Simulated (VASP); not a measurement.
Here is a VASP 6.6.1 calculation.

File INCAR:

```
SYSTEM = Ga2GeTeSe
PREC = Accurate
ENCUT = 520
EDIFF = 1E-6
ISMEAR = 0
SIGMA = 0.1
LREAL = .FALSE.
LASPH = .TRUE.
NELM = 60
ALGO = Normal
ISIF = 2
LWAVE = .FALSE.
LCHARG = .FALSE.
GGA = PE
NBANDS = 34
```

File KPOINTS:

```
Automatic mesh
0
G
  4 4 2
  0 0 0
```

The input POSCAR:

```
Ga2GeTeSe
1.0
    3.9271728658      0.0000000000      0.0000000000
    0.0000000000      3.9271728658      0.0000000000
    0.0000000000      0.0000000000      8.1013266373
Ga Ge Te Se
2 1 1 1
Direct
    0.5000000000      0.5000000000      0.7001967628
    0.5000000000      0.5000000000      0.0293053381
    0.5000000000      0.5000000000      0.3727896513
    0.0000000000      0.0000000000      0.2776954200
    0.0000000000      0.0000000000      0.7711916978
```

Potentials or basis: VASP PAW PBE potentials, release 64 (Ga_d, Ge_d, Te, Se).

Run with:

```bash
$ cat potpaw_PBE.64/Ga_d/POTCAR potpaw_PBE.64/Ge_d/POTCAR potpaw_PBE.64/Te/POTCAR potpaw_PBE.64/Se/POTCAR > POTCAR
$ mpirun -np 1 vasp_std > vasp.out
```

**Question.** Predict the largest force.

**Answer.** 0.018 eV/Å.

**Question.** Estimate the pressure.

**Answer.** 0.1 GPa.

**Question.** Predict the band gap on the k mesh.

**Answer.** Zero (band 26 reaches 5.31 eV, above the bottom of band 27 at 3.17 eV).

Forces on the atoms (eV/Å):
```
Ga   0.000  0.000  0.018
Ga   0.000  0.000 -0.003
Ge   0.000  0.000  0.008
Te   0.000  0.000 -0.018
Se   0.000  0.000 -0.005
```

Caveat: the k points lie up to 0.40 Å⁻¹ apart; spin-orbit coupling is left out, which moves the levels of the heavy elements.
